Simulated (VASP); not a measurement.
# ScSi3: single point with PBE

Crystal: ScSi3.

```
CELL_PARAMETERS angstrom
3.96555 0.00000 0.00000
0.00000 3.96555 0.00000
0.00000 0.00000 3.96555
ATOMIC_POSITIONS crystal
Sc 0.00000 0.00000 0.00000
Si 0.00000 0.50000 0.50000
Si 0.50000 0.50000 0.00000
Si 0.50000 0.00000 0.50000
```

| Item | Value |
| --- | --- |
| Program | VASP 6.6.1 |
| Task | single point |
| Functional | PBE |
| Potentials or basis | VASP PAW PBE potentials, release 64 (Sc_sv, Si) |
| Cutoff | 520 eV |
| k mesh | 8 × 8 × 8 |
| Occupations | gaussian, width 0.05 eV |
| Spin | no spin polarisation |

```json
{"Pressure": "0.1 GPa"}
```

Levels at points of the mesh, in eV from the Fermi level:
| k point | band 7 | band 8 | band 9 | band 10 | band 11 | band 12 | band 13 | band 14 | band 15 | band 16 |
| --- | --- | --- | --- | --- | --- | --- | --- | --- | --- | --- |
| (0.00, 0.00, 0.00) | -5.20 | -3.96 | -3.96 | -3.96 | 0.68 | 0.76 | 0.76 | 0.76 | 2.66 | 2.66 |
| (0.50, 0.00, 0.00) | -3.61 | -3.61 | -3.24 | -2.82 | -0.84 | -0.84 | 0.01 | 1.15 | 1.19 | 2.87 |
| (0.50, 0.50, 0.00) | -8.48 | -6.07 | -2.09 | -2.09 | -0.83 | -0.54 | 1.10 | 1.10 | 1.74 | 2.01 |
| (0.50, 0.50, 0.50) | -7.85 | -6.63 | -4.81 | -4.81 | -4.81 | 0.64 | 2.30 | 2.30 | 3.37 | 3.37 |

It took 22 s on 1 thread of Intel(R) Xeon(R) Platinum 8559C (Emerald Rapids), with other jobs on the host, peak memory 0.18 GiB.
